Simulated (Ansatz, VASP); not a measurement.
Two plane-wave programs on MgO

```
Mg O
1.0
     0.00000    2.08407    2.08407
     2.08407    0.00000    2.08407
     2.08407    2.08407    0.00000
Mg O
1 1
Direct
  0.00000 0.00000 0.00000
  0.50000 0.50000 0.50000
```

Alike in both runs: task single point; functional PBE; k mesh 10 × 10 × 10; occupations gaussian, width 0.02 eV; no spin polarisation.

```csv
,VASP,Ansatz
version,VASP 6.6.1,Ansatz 0.2.0
potentials or method,"VASP PAW PBE potentials, release 64 (Mg, O)","scalar-relativistic, plane waves, norm-conserving pseudopotentials"
plane-wave cutoff (eV),600,1240
valence electrons in the cell,8,16
```

VASP gave:

- gap on the k mesh at the Fermi level (eV): 5.04
- least direct gap on the mesh (eV): 5.04
- pressure (GPa): 9.3

Q: Which values does Ansatz return?

A: gap on the k mesh at the Fermi level (eV): 5.06; least direct gap on the mesh (eV): 5.06; pressure (GPa): 10.5.

The functional is the same, so the differences come from potentials, cutoffs and numerics. VASP's potentials hold 8 valence electrons a cell and Ansatz's 16, so a difference there can come from the potentials and not from the codes.
